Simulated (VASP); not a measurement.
# W (Im-3m) in VASP: a series of runs, part 2 of 2

VASP 6.6.1. Earlier steps stand in the parts before.

## Step 3: Single point, PBE

This run uses another cell than the first one, of 14.58 Å³/atom, 0.920 times its volume.

Contents of INCAR:

```
ALGO = Normal ; EDIFF = 1E-6
ENCUT = 500 ; GGA = PE
GGA_COMPAT = F ; ISIF = 2
ISMEAR = -1 ; LASPH = T
LCHARG = T ; LELF = T
LREAL = F ; LVHAR = T
LWAVE = F ; NBANDS = 13
NELM = 120 ; PREC = Accurate
SIGMA = 0.1
```

Contents of KPOINTS:

```
k-points
0
Gamma
  8 8 8
```

Contents of POSCAR:

```
W
1.0
   -1.5391218175      1.5391218175      1.5391218175
    1.5391218175     -1.5391218175      1.5391218175
    1.5391218175      1.5391218175     -1.5391218175
W
1
Direct
    0.0000000000      0.0000000000      0.0000000000
```

Potentials or basis: VASP PAW PBE potentials, release 64 (W_sv).

Started as:

```bash
$ cat potpaw_PBE.64/W_sv/POTCAR > POTCAR
$ mpirun -np 1 vasp_std > vasp.out
```

OUTCAR:

```text
EDIFF = 1E-6
   ENCUT = 500
   GGA = PE
   ISIF = 2
   ISMEAR = -1
   LASPH = T
   LREAL = F
   NELM = 120
   PREC = Accurate

 ion  position               nearest neighbor table
   1  0.000  0.000  0.000-

  LATTYP: Found a body centered cubic cell.
 ALAT       =     3.0782436350

  Lattice vectors:

 A1 = (  -1.5391218175,   1.5391218175,   1.5391218175)
 A2 = (   1.5391218175,  -1.5391218175,   1.5391218175)
 A3 = (   1.5391218175,   1.5391218175,  -1.5391218175)

Analysis of symmetry for initial positions (statically):
=====================================================================
 Subroutine PRICEL returns:
 Original cell was already a primitive cell.

 Routine SETGRP: Setting up the symmetry group for a
 body centered cubic supercell.

 Subroutine GETGRP returns: Found 48 space group operations
[... 9 lines left out ...]

 Routine SETGRP: Setting up the symmetry group for a
 body centered cubic supercell.

 Subroutine GETGRP returns: Found 48 space group operations
[... 11 lines left out ...]
                                     Primitive cell

  volume of cell :      14.5841

  direct lattice vectors                    reciprocal lattice vectors
    -1.539121818  1.539121818  1.539121818     0.000000000  0.324860576  0.324860576
     1.539121818 -1.539121818  1.539121818     0.324860576  0.000000000  0.324860576
     1.539121818  1.539121818 -1.539121818     0.324860576  0.324860576  0.000000000

  length of vectors
     2.665837187  2.665837187  2.665837187     0.459422232  0.459422232  0.459422232

  position of ions in fractional coordinates (direct lattice)
     0.000000000  0.000000000  0.000000000

  ion indices of the primitive-cell ions
   primitive index   ion index
                 1           1

----------------------------------------------------------------------------------------

 KPOINTS: k-points

Automatic generation of k-mesh.
 Grid dimensions read from file:
 generate k-points for:    8    8    8

 Generating k-lattice:

  Cartesian coordinates                     Fractional coordinates (reciprocal lattice)
     0.000000000  0.040607572  0.040607572     0.125000000  0.000000000  0.000000000
     0.040607572  0.000000000  0.040607572     0.000000000  0.125000000  0.000000000
     0.040607572  0.040607572  0.000000000     0.000000000  0.000000000  0.125000000

  Length of vectors
     0.057427779  0.057427779  0.057427779

  Shift w.r.t. Gamma in fractional coordinates (k-lattice)
     0.000000000  0.000000000  0.000000000

 Subroutine IBZKPT returns following result:
 ===========================================

 Found     29 irreducible k-points:

 Following reciprocal coordinates:
            Coordinates               Weight
  0.000000  0.000000  0.000000      1.000000
  0.125000  0.000000  0.000000     12.000000
  0.250000  0.000000  0.000000     12.000000
  0.375000  0.000000  0.000000     12.000000
  0.500000  0.000000  0.000000      6.000000
  0.125000  0.125000  0.000000     24.000000
[... 16 lines left out ...]
 -0.250000  0.250000  0.250000      6.000000
 -0.375000  0.375000  0.250000     24.000000
 [... further k-points ...]
   k-points           NKPTS =     29   k-points in BZ     NKDIM =     29   number of bands    NBANDS=     13
   number of dos      NEDOS =    301   number of ions     NIONS =      1
   total plane-waves  NPLWV =   8000
   dimension x,y,z NGX =    20 NGY =   20 NGZ =   20
   dimension x,y,z NGXF=    40 NGYF=   40 NGZF=   40
   ions per type =               1
   NGX,Y,Z   is equivalent  to a cutoff of  12.47, 12.47, 12.47 a.u.
   NGXF,Y,Z  is equivalent  to a cutoff of  24.94, 24.94, 24.94 a.u.
 SYSTEM =  unknown system
   PREC   = accura    normal or accurate (medium, high low for compatibility)
   ISTART =      0    job   : 0-new  1-cont  2-samecut
   ICHARG =      2    charge: 1-file 2-atom 10-const
   ISPIN  =      1    spin polarized calculation?
   LNONCOLLINEAR =      F non collinear calculations
   LSORBIT =      F    spin-orbit coupling
   LASPH  =      T    aspherical Exc in radial PAW
   ENCUT  =  500.0 eV  36.75 Ry    6.06 a.u.   4.86  4.86  4.86*2*pi/ulx,y,z
   NELM   =    120;   NELMIN=  2; NELMDL= -5     # of ELM steps
   EDIFF  = 0.1E-05   stopping-criterion for ELM
   LREAL  =      F    real-space projection
   EDIFFG = 0.1E-04   stopping-criterion for IOM
   NSW    =      0    number of steps for IOM
   IBRION =     -1    ionic relax: 0-MD 1-quasi-New 2-CG
   NFREE  =      0    steps in history (QN), initial steepest desc. (CG)
   ISIF   =      2    stress and relaxation
   ISYM   =      2    0-nonsym 1-usesym 2-fastsym
   POTIM  = 0.5000    time-step for ionic-motion
   TEBEG  =    0.0;   TEEND  =   0.0 temperature during run
   PSTRESS=    0.0 pullay stress
   NELECT =      14.0000    total number of electrons
   NUPDOWN=      -1.0000    fix difference up-down
   EMIN   =  10.00;   EMAX   =-10.00  energy-range for DOS
   EFERMI =   0.00;   METHOD = LEGACY
   ISMEAR =    -1;   SIGMA  =   0.10  broadening in eV -4-tet -1-fermi 0-gaus
   EFERMI_NEDOS =   21; number of points for ismear=-14 and -15
   IALGO  =     38    algorithm
   IMIX   =      4    mixing-type and parameters
     AMIX     =   0.40;   BMIX     =  1.00
     AMIX_MAG =   1.60;   BMIX_MAG =  1.00
  volume/ion in A,a.u.               =      14.58        98.42
  Fermi-wavevector in a.u.,A,eV,Ry     =   1.614945  3.051804 35.484657  2.608049
  Thomas-Fermi vector in A             =   2.709772
   LORBIT       =      0    0 simple, 1 ext, 2 COOP (PROOUT), +10 PAW based schemes
   GGA     = PE    functional components
   LHFCALC =     F    Hartree Fock is set to
   AEXX    =    0.0000 exact exchange contribution
   IVDW    =     0    specifies the selected vdW correction
   LEPSILON=     F    determine dielectric tensor
   LRPA    =     F    only Hartree local field effects (RPA)
 non-spin polarized calculation
  energy-cutoff  :      500.00
  volume of cell :       14.58
 maximum number of plane-waves:       378
   NGX =  9   NGY =  9   NGZ =  9

 number of electron      13.9999995 magnetization

 Free energy of the ion-electron system (eV)
  ---------------------------------------------------
  ext. energy  EPLUGINS =         0.00000000
  ---------------------------------------------------
  free energy    TOTEN  =       -12.77549207 eV

  energy without entropy =      -12.76759089  energy(sigma->0) =      -12.77154148

 E-fermi :  12.4482     XC(G=0): -14.1207

 val. band max:       12.1179465413   @ k =   0.1250   0.0000   0.0000
 cond. band min:      12.7043859383   @ k =  -0.2500   0.2500   0.1250
 fundamental gap:      0.5864393970
 Fermi energy:        12.4481694370

 k-point     1 :       0.0000    0.0000    0.0000
  band No.  band energies     occupation
      1     -61.4013      2.00000
      2     -24.8173      2.00000
      3     -24.8173      2.00000
      4     -24.8173      2.00000
      5       2.6025      2.00000
      6      11.3095      1.99998
      7      11.3095      1.99998
      8      11.3095      1.99998
      9      15.1480      0.00000
     10      15.1480      0.00000
     11      27.3880      0.00000
     12      27.3880      0.00000
     13      27.3880      0.00000

 k-point     2 :       0.1250    0.0000    0.0000
  band No.  band energies     occupation
      1     -61.3732      2.00000
      2     -25.0863      2.00000
      3     -24.8997      2.00000
      4     -24.8192      2.00000
      5       3.4090      2.00000
      6      10.8237      2.00000
      7      11.1405      2.00000
      8      12.1179      1.92901
      9      14.5211      0.00000
     10      15.1594      0.00000
     11      28.0314      0.00000
     12      28.7617      0.00000
     13      29.2937      0.00000
[... 321 lines left out ...]
 k-point    23 :      -0.2500    0.2500    0.2500
  band No.  band energies     occupation
      1     -61.2215      2.00000
      2     -25.7361      2.00000
      3     -25.3942      2.00000
      4     -25.3942      2.00000
      5       7.3227      2.00000
      6       9.4341      2.00000
      7      12.1001      1.94025
      8      12.1001      1.94024
      9      14.1681      0.00000
     10      16.6550      0.00000
     11      27.8730      0.00000
     12      33.7295      0.00000
     13      33.7295      0.00000

 k-point    24 :      -0.3750    0.3750    0.2500
  band No.  band energies     occupation
      1     -61.1619      2.00000
      2     -26.0776      2.00000
      3     -25.5974      2.00000
      4     -25.4463      2.00000
      5       7.7516      2.00000
      6       8.4529      2.00000
      7      12.0968      1.94212
      8      12.9850      0.00928
      9      16.8411      0.00000
     10      17.6794      0.00000
     11      27.6105      0.00000
     12      30.3245      0.00000
     13      31.2557      0.00000

 [... further k-points ...]
[... 5 lines left out ...]
  --------------------------------------------------------------------------------------
  -------------------------------------------------------------------------------------
  Total        3.6362056      3.6362056      3.6362056      0.0000000      0.0000000      0.0000000
  in kB      399.4661958    399.4661958    399.4661958      0.0000000      0.0000000      0.0000000
  external PRESSURE =     399.4661958 kB  Pullay stress =       0.0000000 kB

 VOLUME and BASIS-vectors are now :
 -----------------------------------------------------------------------------
  energy-cutoff  :      500.00
  volume of cell :       14.58
      direct lattice vectors                 reciprocal lattice vectors
    -1.539121818  1.539121818  1.539121818     0.000000000  0.324860576  0.324860576
     1.539121818 -1.539121818  1.539121818     0.324860576  0.000000000  0.324860576
     1.539121818  1.539121818 -1.539121818     0.324860576  0.324860576  0.000000000

 POSITION                                       TOTAL-FORCE (eV/Angst)
 -----------------------------------------------------------------------------------
      0.00000      0.00000      0.00000        -0.000000     -0.000000      0.000000
 -----------------------------------------------------------------------------------
    total drift:                                0.000000     -0.000000      0.000000

  FREE ENERGIE OF THE ION-ELECTRON SYSTEM (eV)
  ---------------------------------------------------
  free  energy   TOTEN  =       -12.7754920748 eV

  energy  without entropy=      -12.7675908869  energy(sigma->0) =      -12.77154148
```

OSZICAR:

```text
N       E                     dE             d eps       ncg     rms          rms(c)
DAV:   1     0.832660969735E+02    0.83266E+02   -0.73807E+03   762   0.121E+03
DAV:   2    -0.119609186773E+02   -0.95227E+02   -0.91758E+02   819   0.312E+02
DAV:   3    -0.133190380871E+02   -0.13581E+01   -0.13533E+01   824   0.372E+01
DAV:   4    -0.133238233986E+02   -0.47853E-02   -0.47852E-02   834   0.241E+00
DAV:   5    -0.133238580964E+02   -0.34698E-04   -0.34699E-04   864   0.195E-01    0.244E+01
DAV:   6    -0.129055440528E+02    0.41831E+00   -0.31570E-01   789   0.776E+00    0.106E+01
DAV:   7    -0.127796223472E+02    0.12592E+00   -0.19616E-01   834   0.586E+00    0.515E-01
DAV:   8    -0.127754895632E+02    0.41328E-02   -0.42519E-03   774   0.868E-01    0.601E-02
DAV:   9    -0.127754994294E+02   -0.98661E-05   -0.53000E-05   824   0.912E-02    0.554E-02
DAV:  10    -0.127754917977E+02    0.76317E-05   -0.16254E-05   819   0.581E-02    0.148E-03
DAV:  11    -0.127754920748E+02   -0.27717E-06   -0.23987E-07   497   0.585E-03
   1 F= -.12775492E+02 E0= -.12771541E+02  d E =-.790119E-02
```

stdout:

```text
POSCAR found type information on POSCAR W
 POSCAR found :  1 types and       1 ions
 scaLAPACK will be used
 LDA part: xc-table for (Slater+PW92), standard interpolation
 POSCAR, INCAR and KPOINTS ok, starting setup
 FFT: planning ... GRIDC
 FFT: planning ... GRID_SOFT
 FFT: planning ... GRID
 WAVECAR not read
 entering main loop
```

It took 10 s on 1 thread of Intel Xeon 8259CL, shared host; peak memory 0.13 GiB.

Results:

| Item | Value |
| --- | --- |
| Free energy | -12.7755 eV |
| Pressure | 39.9 GPa |
| Band gap on the k mesh | zero (band 7 reaches 18.49 eV, above the bottom of band 8 at 11.31 eV) |

Caveat: the k points lie up to 0.36 Å⁻¹ apart; spin-orbit coupling is left out, which moves the levels of the heavy elements.

## Step 4: Single point, PBE

This run uses another cell than the first one, of 15.22 Å³/atom, 0.960 times its volume.

Contents of INCAR:

```
PREC = Accurate
ENCUT = 500
EDIFF = 1E-6
ISMEAR = -1
SIGMA = 0.1
LREAL = F
LASPH = T
NELM = 120
ALGO = Normal
ISIF = 2
LWAVE = F
LCHARG = F
GGA = PE
NBANDS = 13
GGA_COMPAT = F
```

Contents of KPOINTS:

```
Automatic mesh
0
Gamma
  8 8 8
```

Contents of POSCAR:

```
W
1.0
   -1.5611122431      1.5611122431      1.5611122431
    1.5611122431     -1.5611122431      1.5611122431
    1.5611122431      1.5611122431     -1.5611122431
W
1
Direct
    0.0000000000      0.0000000000      0.0000000000
```

Potentials or basis: VASP PAW PBE potentials, release 64 (W_sv).

Started as:

```bash
$ cat potpaw_PBE.64/W_sv/POTCAR > POTCAR
$ mpirun -np 1 vasp_std > vasp.out
```

OUTCAR:

```text
PREC = Accurate
   ENCUT = 500
   EDIFF = 1E-6
   ISMEAR = -1
   LREAL = F
   LASPH = T
   NELM = 120
   ISIF = 2
   GGA = PE

 ion  position               nearest neighbor table
   1  0.000  0.000  0.000-

  LATTYP: Found a body centered cubic cell.
 ALAT       =     3.1222244862

  Lattice vectors:

 A1 = (  -1.5611122431,   1.5611122431,   1.5611122431)
 A2 = (   1.5611122431,  -1.5611122431,   1.5611122431)
 A3 = (   1.5611122431,   1.5611122431,  -1.5611122431)

Analysis of symmetry for initial positions (statically):
=====================================================================
 Subroutine PRICEL returns:
 Original cell was already a primitive cell.

 Routine SETGRP: Setting up the symmetry group for a
 body centered cubic supercell.

 Subroutine GETGRP returns: Found 48 space group operations
[... 9 lines left out ...]

 Routine SETGRP: Setting up the symmetry group for a
 body centered cubic supercell.

 Subroutine GETGRP returns: Found 48 space group operations
[... 11 lines left out ...]
                                     Primitive cell

  volume of cell :      15.2182

[... 134 lines left out ...]

 val. band max:       11.5083580379   @ k =   0.1250   0.0000   0.0000
 cond. band min:      12.0866579289   @ k =  -0.2500   0.2500   0.1250
 fundamental gap:      0.5782998910
 Fermi energy:        11.8212643518

 k-point     1 :       0.0000    0.0000    0.0000
  band No.  band energies     occupation
      1     -62.0903      2.00000
      2     -25.5864      2.00000
      3     -25.5864      2.00000
      4     -25.5864      2.00000
      5       2.1833      2.00000
      6      10.7447      1.99996
      7      10.7447      1.99996
      8      10.7447      1.99996
      9      14.4021      0.00000
     10      14.4021      0.00000
     11      26.6513      0.00000
     12      26.6513      0.00000
     13      26.6513      0.00000
[... 354 lines left out ...]
  band No.  band energies     occupation
      1     -61.8910      2.00000
      2     -26.6858      2.00000
      3     -26.2703      2.00000
      4     -26.1358      2.00000
      5       7.3135      2.00000
      6       8.0167      2.00000
      7      11.4855      1.93269
      8      12.3259      0.01278
      9      15.9773      0.00000
     10      16.7200      0.00000
     11      26.3361      0.00000
     12      28.9328      0.00000
     13      29.9668      0.00000

 [... further k-points ...]
[... 5 lines left out ...]
  --------------------------------------------------------------------------------------
  -------------------------------------------------------------------------------------
  Total        2.0432081      2.0432081      2.0432081     -0.0000000     -0.0000000      0.0000000
  in kB      215.1101054    215.1101054    215.1101054     -0.0000000     -0.0000000      0.0000000
  external PRESSURE =     215.1101054 kB  Pullay stress =       0.0000000 kB

 VOLUME and BASIS-vectors are now :
 -----------------------------------------------------------------------------
  energy-cutoff  :      500.00
  volume of cell :       15.22
      direct lattice vectors                 reciprocal lattice vectors
    -1.561112243  1.561112243  1.561112243     0.000000000  0.320284465  0.320284465
     1.561112243 -1.561112243  1.561112243     0.320284465  0.000000000  0.320284465
     1.561112243  1.561112243 -1.561112243     0.320284465  0.320284465  0.000000000

 POSITION                                       TOTAL-FORCE (eV/Angst)
 -----------------------------------------------------------------------------------
      0.00000      0.00000      0.00000        -0.000000     -0.000000      0.000000
 -----------------------------------------------------------------------------------
    total drift:                                0.000000     -0.000000      0.000000

  FREE ENERGIE OF THE ION-ELECTRON SYSTEM (eV)
  ---------------------------------------------------
  free  energy   TOTEN  =       -12.8962947867 eV

  energy  without entropy=      -12.8885207243  energy(sigma->0) =      -12.89240776
```

OSZICAR:

```text
N       E                     dE             d eps       ncg     rms          rms(c)
DAV:   1     0.777786077989E+02    0.77779E+02   -0.72738E+03   754   0.120E+03
DAV:   2    -0.121071199457E+02   -0.89886E+02   -0.86772E+02   874   0.306E+02
DAV:   3    -0.134689540326E+02   -0.13618E+01   -0.13586E+01   819   0.368E+01
DAV:   4    -0.134738901148E+02   -0.49361E-02   -0.49360E-02   844   0.244E+00
DAV:   5    -0.134739307292E+02   -0.40614E-04   -0.40614E-04   839   0.206E-01    0.226E+01
DAV:   6    -0.130275937417E+02    0.44634E+00   -0.35569E-01   789   0.811E+00    0.948E+00
DAV:   7    -0.129004085821E+02    0.12719E+00   -0.20650E-01   824   0.591E+00    0.581E-01
DAV:   8    -0.128962870762E+02    0.41215E-02   -0.49850E-03   764   0.852E-01    0.748E-02
DAV:   9    -0.128963012469E+02   -0.14171E-04   -0.56257E-05   854   0.922E-02    0.562E-02
DAV:  10    -0.128962943499E+02    0.68970E-05   -0.15027E-05   829   0.554E-02    0.415E-03
DAV:  11    -0.128962947867E+02   -0.43683E-06   -0.21918E-07   507   0.568E-03
   1 F= -.12896295E+02 E0= -.12892408E+02  d E =-.777406E-02
```

stdout:

```text
POSCAR found type information on POSCAR W
 POSCAR found :  1 types and       1 ions
 scaLAPACK will be used
 LDA part: xc-table for (Slater+PW92), standard interpolation
 POSCAR, INCAR and KPOINTS ok, starting setup
 FFT: planning ... GRIDC
 FFT: planning ... GRID_SOFT
 FFT: planning ... GRID
 WAVECAR not read
 entering main loop
```

It took 10 s on 1 thread of Intel Xeon 8259CL, shared host; peak memory 0.12 GiB.

Results:

```yaml
Free_energy: -12.8963 eV
Pressure: 21.5 GPa
Band_gap_on_the_k_mesh: zero (band 7 reaches 17.51 eV, above the bottom of band 8 at 10.74 eV)
```

Levels at points of the mesh, in eV from the Fermi level:
| k point | band 5 | band 6 | band 7 | band 8 | band 9 | band 10 |
| --- | --- | --- | --- | --- | --- | --- |
| (0.00, 0.00, 0.00) | -9.64 | -1.08 | -1.08 | -1.08 | 2.58 | 2.58 |
| (0.50, 0.00, 0.00) | -6.33 | -3.55 | 1.05 | 2.50 | 3.53 | 6.75 |
| (0.50, 0.50, 0.50) | -5.95 | -5.95 | 5.69 | 5.69 | 5.69 | 8.81 |

Caveat: spin-orbit coupling is left out, which moves the levels of the heavy elements.

## Step 5: The runs side by side

| cell | gap on the mesh (eV) | pressure (GPa) |
| --- | --- | --- |
| a = 2.741 Å, angles 109.5°, 1 atom | none | 6.6 |
| a = 2.666 Å, angles 109.5°, 1 atom | none | 39.9 |
| a = 2.704 Å, angles 109.5°, 1 atom | none | 21.5 |

Alike in all rows: task single point; level PBE; potentials or basis VASP PAW PBE potentials, release 64 (W_sv); no spin polarisation; k mesh 8 × 8 × 8; cutoff (eV) 500; smearing fermi-dirac 0.1 eV.

Caveats: some runs use coarse meshes; spin-orbit coupling is left out, which moves the levels of the heavy elements.

Total energies depend on the potentials used, so only differences within one code and one set of settings carry meaning.
